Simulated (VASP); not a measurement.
ZrC, 2 atoms in the cell. It takes space group I4/mmm (No. 139, tetragonal). The conventional cell has a = 3.270 Å, b = 3.270 Å, c = 4.856 Å, α = 90.00°, β = 90.00°, γ = 90.00°. Within 3.1 Å of Zr (site symmetry 4/mmm) lie 6 C at 2.31 to 2.43 Å. C (site symmetry 4/mmm) has 6 Zr at 2.31 to 2.43 Å within 3.1 Å.  This cell differs from its parent crystal: ratio of the length along z to the lengths across it x 1.05, volume and fractional coordinates fixed.

| Item | Value |
| --- | --- |
| Program | VASP 6.6.1 |
| Task | single point |
| Functional | PBEsol |
| Potentials or basis | VASP PAW PBE potentials, release 64 (Zr_sv, C) |
| Cutoff | 520 eV |
| k mesh | 20 × 20 × 20 |
| Occupations | gaussian, width 0.15 eV |
| Spin | no spin polarisation |
| Dipole correction | no |
| Further INCAR settings | ALGO = Normal; EDIFF = 1e-06; NBANDS = 15 |

Potentials or basis: VASP PAW PBE potentials, release 64 (Zr_sv, C).

Launch:

```sh
$ cat potpaw_PBE.64/Zr_sv/POTCAR potpaw_PBE.64/C/POTCAR > POTCAR
$ mpirun -np 1 vasp_std > vasp.out
```

Hardware: 1 thread of Intel(R) Xeon(R) 6975P-C (Granite Rapids), on a shared host.

Q: How long does it take, and how much memory?

A: Run time: 100 s on 1 thread of Intel(R) Xeon(R) 6975P-C (Granite Rapids), with other jobs on the host, peak memory 0.35 GiB. Counts: scf iterations 13, k points 641.
